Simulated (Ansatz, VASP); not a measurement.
One calculation of Pd, two programs

```
Pd
1.0
     0.00000    2.10049    1.94490
     2.10049    0.00000    1.94490
     2.10049    2.10049    0.00000
Pd
1
Direct
  0.00000 0.00000 0.00000
```

Change from the starting cell: strain +0.080 along x and y, +0.000 along z, atoms carried along.

Alike in both runs: task single point; functional PBEsol; k mesh 20 × 20 × 20; occupations gaussian, width 0.15 eV; no spin polarisation.

|  | VASP | Ansatz |
| --- | --- | --- |
| version | VASP 6.6.1 | Ansatz 0.2.0 |
| potentials or method | VASP PAW PBE potentials, release 64 (Pd), cutoff 520 eV | scalar-relativistic, plane waves, PAW |
| valence electrons in the cell | 10 | 18 |

Ansatz gave:

- gap on the k mesh at the Fermi level (eV): none
- pressure (GPa): -21.1
- traceless stress, the component that is largest in VASP (GPa): 1.08

Question: Which values does VASP return?

Answer: gap on the k mesh at the Fermi level (eV): none; pressure (GPa): -21.3; traceless stress, the component that is largest in VASP (GPa): 1.08.

VASP's potentials were made for PBE, not for PBEsol. A gap of «none» marks a metal or a gap that the smearing closes. With one functional, cell and mesh, what is left measures potentials, basis and numerics. VASP's potentials hold 10 valence electrons a cell and Ansatz's 18, so a difference there can come from the potentials and not from the codes.
